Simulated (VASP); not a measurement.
# BaNa2MnP2O8 (P-3m1) in VASP: single point with PBE+U

Aim: the single point of BaNa2MnP2O8 with PBE+U.

Program: VASP 6.6.1. These are calculated values, not measurements. Logs are shortened: lines on timing, memory, paths and dates and some standing lists are left out, and cuts for length are marked.

**1. The cell of the first run**

It takes space group P-3m1 (No. 164, trigonal). The conventional cell has a = 5.376 Å, b = 5.376 Å, c = 7.100 Å, α = 90.00°, β = 90.00°, γ = 120.00°. Na (site symmetry 3m) has 10 O at 2.45 to 2.94 Å and 4 P at 3.11 to 3.15 Å within 3.2 Å. Within 3.9 Å of Ba (site symmetry -3m) lie 12 O at 2.81 to 3.11 Å and 2 Mn at 3.55 Å and 6 P at 3.55 Å and 6 Na at 3.84 Å. Within 2.8 Å of Mn (site symmetry -3m) lie 6 O at 2.08 Å. Within 2.1 Å of P (site symmetry 3m) lie 4 O at 1.55 to 1.56 Å. Within 2.1 Å of O (site symmetry 3m) lie 1 P at 1.55 Å. Within 2.1 Å of O (site symmetry m) lie 1 P at 1.56 Å and 1 Mn at 2.08 Å.

**2. Single point, PBE+U, collinear spin, ferromagnetic start**

INCAR

```
ALGO = Normal ; EDIFF = 1E-7
ENCUT = 520 ; GGA = PE
ISIF = 2 ; ISMEAR = 0
ISPIN = 2 ; LASPH = True
LCHARG = False ; LDAU = True
LDAUJ = 0 0 0 0 0 ; LDAUL = -1 -1 2 -1 -1
LDAUPRINT = 1 ; LDAUTYPE = 2
LDAUU = 0 0 3.9 0 0 ; LMAXMIX = 4
LORBIT = 11 ; LREAL = False
LWAVE = False ; MAGMOM = 0 0 0 5 0 0 0 0 0 0 0 0 0 0
NBANDS = 64 ; NELM = 150
PREC = Accurate ; SIGMA = 0.05
```

KPOINTS

```
k-points
0
Gamma
  3 3 2
```

POSCAR

```
BaNa2MnP2O8
1.0
    5.3761000000      0.0000000000      0.0000000000
   -2.6880500000      4.6558391700      0.0000000000
    0.0000000000      0.0000000000      7.0999000000
Na Ba Mn P O
2 1 1 2 8
Direct
    0.3333333300      0.6666666700      0.1809220000
    0.6666666700      0.3333333300      0.8190780000
    0.0000000000      0.0000000000      0.5000000000
    0.0000000000      0.0000000000      0.0000000000
    0.3333333300      0.6666666700      0.7432070000
    0.6666666700      0.3333333300      0.2567930000
    0.3333333300      0.6666666700      0.5253630000
    0.6666666700      0.3333333300      0.4746370000
    0.8229305000      0.6458610000      0.1786850000
    0.8229305000      0.1770695000      0.1786850000
    0.3541390000      0.1770695000      0.1786850000
    0.1770695000      0.3541390000      0.8213150000
    0.1770695000      0.8229305000      0.8213150000
    0.6458610000      0.8229305000      0.8213150000
```

Potentials or basis: VASP PAW PBE potentials, release 64 (Na_pv, Ba_sv, Mn_pv, P, O).

Run with:

```console
$ cat potpaw_PBE.64/Na_pv/POTCAR potpaw_PBE.64/Ba_sv/POTCAR potpaw_PBE.64/Mn_pv/POTCAR potpaw_PBE.64/P/POTCAR potpaw_PBE.64/O/POTCAR > POTCAR
$ mpirun -np 1 vasp_std > vasp.out
```

OUTCAR:

```text
EDIFF = 1E-7
   ENCUT = 520
   GGA = PE
   ISIF = 2
   ISMEAR = 0
   ISPIN = 2
   LASPH = True
   LORBIT = 11
   LREAL = False
   NELM = 150
   PREC = Accurate

 ion  position               nearest neighbor table
   1  0.333  0.667  0.181-
   2  0.667  0.333  0.819-
   3  0.000  0.000  0.500-   9 2.81  12 2.81  11 2.81  10 2.81  13 2.81  14 2.81   7 3.11   8 3.11
                             7 3.11   8 3.11   8 3.11   7 3.11   4 3.55   4 3.55   6 3.55   5 3.55
   4  0.000  0.000  0.000-   9 2.08  12 2.08  11 2.08  10 2.08  13 2.08  14 2.08   3 3.55   3 3.55

   5  0.333  0.667  0.743-   7 1.55  13 1.56  12 1.56  14 1.56   3 3.55   3 3.55   3 3.55
   6  0.667  0.333  0.257-   8 1.55  10 1.56   9 1.56  11 1.56   3 3.55   3 3.55   3 3.55
   7  0.333  0.667  0.525-   5 1.55   3 3.11   3 3.11   3 3.11
   8  0.667  0.333  0.475-   6 1.55   3 3.11   3 3.11   3 3.11
   9  0.823  0.646  0.179-   6 1.56   4 2.08   3 2.81
  10  0.823  0.177  0.179-   6 1.56   4 2.08   3 2.81
  11  0.354  0.177  0.179-   6 1.56   4 2.08   3 2.81
  12  0.177  0.354  0.821-   5 1.56   4 2.08   3 2.81
  13  0.177  0.823  0.821-   5 1.56   4 2.08   3 2.81
  14  0.646  0.823  0.821-   5 1.56   4 2.08   3 2.81

  LATTYP: Found a hexagonal cell.
 ALAT       =     5.3761000000
 C/A-ratio  =     1.3206413571

  Lattice vectors:

 A1 = (   5.3761000000,   0.0000000000,   0.0000000000)
 A2 = (  -2.6880500000,   4.6558391700,   0.0000000000)
 A3 = (   0.0000000000,   0.0000000000,   7.0999000000)

Analysis of symmetry for initial positions (statically):
=====================================================================
 Subroutine PRICEL returns:
 Original cell was already a primitive cell.

 Routine SETGRP: Setting up the symmetry group for a
 hexagonal supercell.

 Subroutine GETGRP returns: Found 12 space group operations
 (whereof 12 operations were pure point group operations)
 out of a pool of 24 trial point group operations.

The static configuration has the point symmetry D_3d.

Analysis of symmetry for dynamics (positions and initial velocities):
=====================================================================
 Subroutine PRICEL returns:
 Original cell was already a primitive cell.

 Routine SETGRP: Setting up the symmetry group for a
 hexagonal supercell.

 Subroutine GETGRP returns: Found 12 space group operations
 (whereof 12 operations were pure point group operations)
 out of a pool of 24 trial point group operations.

The dynamic configuration has the point symmetry D_3d.

Analysis of structural, dynamic, and magnetic symmetry:
=====================================================================
 Subroutine PRICEL returns:
 Original cell was already a primitive cell.

 Routine SETGRP: Setting up the symmetry group for a
 hexagonal supercell.

 Subroutine GETGRP returns: Found 12 space group operations
 (whereof 12 operations were pure point group operations)
 out of a pool of 24 trial point group operations.

The overall configuration has the point symmetry D_3d.

 Subroutine INISYM returns: Found 12 space group operations
 (whereof 12 operations are pure point group operations),
 and found     1 'primitive' translations

----------------------------------------------------------------------------------------

                                     Primitive cell

  volume of cell :     177.7123

  direct lattice vectors                    reciprocal lattice vectors
     5.376100000  0.000000000  0.000000000     0.186008445  0.107392026  0.000000000
[... 145 lines left out ...]

spin component  2

  0.0406  0.0000 -0.0000  0.0264  0.0000
  0.0000  0.0595 -0.0000  0.0000  0.0264
 -0.0000 -0.0000  0.0234  0.0000 -0.0000
  0.0264  0.0000  0.0000  0.0595  0.0000
  0.0000  0.0264 -0.0000  0.0000  0.0406

 occupancies and eigenvectors

  o =  0.0220  v =  0.0000  0.0000  0.0000  0.0000  0.0000  0.0000 -0.5757  0.0000 -0.0000  0.8177      0.0000  0.0000  0.0000  0.0000  0.0000  0.0000  0.0000  0.0000  0.0000  0.0000
  o =  0.0220  v =  0.0000  0.0000  0.0000  0.0000  0.0000 -0.8177 -0.0000  0.0000  0.5757  0.0000      0.0000  0.0000  0.0000  0.0000  0.0000  0.0000  0.0000  0.0000  0.0000  0.0000
  o =  0.0234  v =  0.0000  0.0000  0.0000  0.0000  0.0000  0.0000 -0.0000 -1.0000 -0.0000  0.0000      0.0000  0.0000  0.0000  0.0000  0.0000  0.0000  0.0000  0.0000  0.0000  0.0000
  o =  0.0781  v =  0.0000  0.0000  0.0000  0.0000  0.0000  0.0000  0.8177 -0.0000  0.0000  0.5757      0.0000  0.0000  0.0000  0.0000  0.0000  0.0000  0.0000  0.0000  0.0000  0.0000
  o =  0.0781  v =  0.0000  0.0000  0.0000  0.0000  0.0000 -0.5757  0.0000 -0.0000 -0.8177  0.0000      0.0000  0.0000  0.0000  0.0000  0.0000  0.0000  0.0000  0.0000  0.0000  0.0000
  o =  0.9412  v =  0.0000 -0.0000  1.0000 -0.0000  0.0000  0.0000  0.0000  0.0000  0.0000  0.0000      0.0000  0.0000  0.0000  0.0000  0.0000  0.0000  0.0000  0.0000  0.0000  0.0000
  o =  0.9427  v =  0.0000 -0.5587 -0.0000  0.0000  0.8293  0.0000  0.0000  0.0000  0.0000  0.0000      0.0000  0.0000  0.0000  0.0000  0.0000  0.0000  0.0000  0.0000  0.0000  0.0000
  o =  0.9427  v = -0.8293  0.0000  0.0000  0.5587  0.0000  0.0000  0.0000  0.0000  0.0000  0.0000      0.0000  0.0000  0.0000  0.0000  0.0000  0.0000  0.0000  0.0000  0.0000  0.0000
  o =  0.9886  v =  0.0000 -0.8293  0.0000 -0.0000 -0.5587  0.0000  0.0000  0.0000  0.0000  0.0000      0.0000  0.0000  0.0000  0.0000  0.0000  0.0000  0.0000  0.0000  0.0000  0.0000
  o =  0.9886  v =  0.5587  0.0000  0.0000  0.8293  0.0000  0.0000  0.0000  0.0000  0.0000  0.0000      0.0000  0.0000  0.0000  0.0000  0.0000  0.0000  0.0000  0.0000  0.0000  0.0000

 number of electron      95.0000010 magnetization       5.0000000

 Free energy of the ion-electron system (eV)
  ---------------------------------------------------
  ext. energy  EPLUGINS =         0.00000000
  ---------------------------------------------------
  free energy    TOTEN  =       -95.54581830 eV

  energy without entropy =      -95.54581830  energy(sigma->0) =      -95.54581830

 E-fermi :   3.6416     XC(G=0): -10.0429

 val. band max:        3.2935531650   @ k =   0.0000   0.0000   0.5000
 cond. band min:       6.9343406477   @ k =   0.0000   0.0000   0.0000
 fundamental gap:      3.6407874827
 Fermi energy:         3.6415783710

 spin component 1

 k-point     1 :       0.0000    0.0000    0.0000
  band No.  band energies     occupation
      1     -45.0331      1.00000
      2     -45.0089      1.00000
      3     -45.0089      1.00000
      4     -22.6986      1.00000
      5     -19.5611      1.00000
      6     -19.5558      1.00000
[... 361 lines left out ...]
     58      11.2009      0.00000
     59      11.6627      0.00000
 Fermi energy:         3.6415783710

 spin component 2

 k-point     1 :       0.0000    0.0000    0.0000
  band No.  band energies     occupation
      1     -40.0654      1.00000
      2     -40.0414      1.00000
      3     -40.0414      1.00000
      4     -22.6980      1.00000
      5     -19.5611      1.00000
      6     -19.5557      1.00000
[... 361 lines left out ...]
     58      11.3556      0.00000
     59      11.8489      0.00000
 [bands above 59 left out]

------------------------ aborting loop because EDIFF is reached ----------------------------------------

  FORCE on cell =-STRESS in cart. coord.  units (eV):
  Direction    XX          YY          ZZ          XY          YZ          ZX
  --------------------------------------------------------------------------------------
  -------------------------------------------------------------------------------------
  Total        4.9472457      4.9472457      3.7494038      0.0000000      0.0000000      0.0000000
  in kB       44.6022248     44.6022248     33.8030010      0.0000000      0.0000000      0.0000000
  external PRESSURE =      41.0024835 kB  Pullay stress =       0.0000000 kB

 VOLUME and BASIS-vectors are now :
 -----------------------------------------------------------------------------
  energy-cutoff  :      520.00
  volume of cell :      177.71
      direct lattice vectors                 reciprocal lattice vectors
     5.376100000  0.000000000  0.000000000     0.186008445  0.107392026  0.000000000
    -2.688050000  4.655839170  0.000000000     0.000000000  0.214784051  0.000000000
     0.000000000  0.000000000  7.099900000     0.000000000  0.000000000  0.140847054

 POSITION                                       TOTAL-FORCE (eV/Angst)
 -----------------------------------------------------------------------------------
     -0.00000      3.10389      1.28453         0.000000     -0.000000      0.023252
      2.68805      1.55195      5.81537        -0.000000      0.000000     -0.023252
      0.00000      0.00000      3.54995         0.000000      0.000000      0.000000
      0.00000      0.00000      0.00000        -0.000000      0.000000      0.000000
     -0.00000      3.10389      5.27670         0.000000      0.000000     -0.359808
      2.68805      1.55195      1.82320        -0.000000      0.000000      0.359808
     -0.00000      3.10389      3.73002        -0.000000      0.000000      0.175703
      2.68805      1.55195      3.36988         0.000000     -0.000000     -0.175703
      2.68805      3.00702      1.26865         0.000000     -0.590851      0.572311
      3.94818      0.82441      1.26865        -0.511692      0.295425      0.572311
      1.42792      0.82441      1.26865         0.511692      0.295425      0.572311
      0.00000      1.64881      5.83125        -0.000000      0.590851     -0.572311
     -1.26013      3.83143      5.83125         0.511692     -0.295425     -0.572311
      1.26013      3.83143      5.83125        -0.511692     -0.295425     -0.572311
 -----------------------------------------------------------------------------------
    total drift:                               -0.000000     -0.000000      0.000000

  FREE ENERGIE OF THE ION-ELECTRON SYSTEM (eV)
  ---------------------------------------------------
  free  energy   TOTEN  =       -95.5458183048 eV

  energy  without entropy=      -95.5458183048  energy(sigma->0) =      -95.54581830

 total charge

# of ion       s       p       d       tot
------------------------------------------
    1        0.033   5.974   0.000   6.007
    2        0.033   5.974   0.000   6.007
    3        1.996   5.643   0.227   7.866
    4        0.193   6.203   5.005  11.401
    5        0.913   1.502   0.000   2.415
    6        0.913   1.502   0.000   2.415
    7        1.565   3.552   0.000   5.117
    8        1.565   3.552   0.000   5.117
    9        1.562   3.601   0.000   5.163
   10        1.562   3.601   0.000   5.163
   11        1.562   3.601   0.000   5.163
   12        1.562   3.601   0.000   5.163
   13        1.562   3.601   0.000   5.163
   14        1.562   3.601   0.000   5.163
--------------------------------------------------
tot         16.584  55.509   5.232  77.325

 magnetization (x)

# of ion       s       p       d       tot
------------------------------------------
    1       -0.000  -0.000   0.000  -0.000
    2       -0.000  -0.000   0.000  -0.000
    3        0.000   0.000   0.000   0.001
    4        0.019   0.024   4.571   4.614
    5        0.007   0.012   0.000   0.019
    6        0.007   0.012   0.000   0.019
    7        0.001   0.007   0.000   0.008
    8        0.001   0.007   0.000   0.008
    9        0.006   0.015   0.000   0.021
   10        0.006   0.015   0.000   0.021
   11        0.006   0.015   0.000   0.021
   12        0.006   0.015   0.000   0.021
   13        0.006   0.015   0.000   0.021
   14        0.006   0.015   0.000   0.021
--------------------------------------------------
tot          0.069   0.154   4.571   4.794
```

It took 3.9 min on 1 thread of Intel Xeon Platinum 8375C at 2.90GHz (Ice Lake), shared host; peak memory 0.4 GiB.

What came out:

- Free energy: -95.5458 eV
- Pressure: 4.1 GPa
- Largest force: 0.823 eV/Å
- Band gap on the k mesh: 3.64 eV (least direct gap 3.74 eV)
- Net moment: 5.00 μB per cell
- Site moments: Na -0.00; Ba +0.00; Mn +4.61; P +0.02; O +0.01, +0.02 (each value once) μB
- Valence electrons inside the program's atomic spheres: Na 6.01; Ba 7.87; Mn 11.40; P 2.42; O 5.12, 5.16 (each value once)

Forces on the atoms (eV/Å):
```
Na   0.000  0.000  0.023
Na   0.000  0.000 -0.023
Ba   0.000  0.000  0.000
Mn   0.000  0.000  0.000
P    0.000  0.000 -0.360
P    0.000  0.000  0.360
O    0.000  0.000  0.176
O    0.000  0.000 -0.176
O    0.000 -0.591  0.572
O   -0.512  0.295  0.572
O    0.512  0.295  0.572
O    0.000  0.591 -0.572
O    0.512 -0.295 -0.572
O   -0.512 -0.295 -0.572
```

Levels at points of the mesh, in eV from the valence-band top:
Spin up:
```
           k point  band 47  band 48  band 49  band 50  band 51  band 52  band 53  band 54
(0.00, 0.00, 0.00)    -1.46    -1.24    -0.10    -0.10     3.64     5.63     6.30     6.30
(0.00, 0.00, 0.50)    -1.36    -1.24     0.00     0.00     4.82     4.91     5.89     6.31
```
Spin down:
```tsv
k point	band 43	band 44	band 45	band 46	band 47	band 48
(0.00, 0.00, 0.00)	-1.42	-1.42	-1.19	3.67	4.60	5.29
(0.00, 0.00, 0.50)	-1.19	-1.18	-1.18	4.84	4.91	5.19
```

Eigenvalues of the final occupation matrices:
```
    site  spin  trace               eigenvalues
site 4 d     1   4.80  0.94 0.94 0.94 0.99 0.99
site 4 d     2   0.22  0.02 0.02 0.02 0.08 0.08
```

Caveat: the k points lie up to 0.45 Å⁻¹ apart; spin-orbit coupling is left out, which moves the levels of the heavy elements; a cell with one magnetic atom can't hold antiferromagnetic order, which such compounds often take.
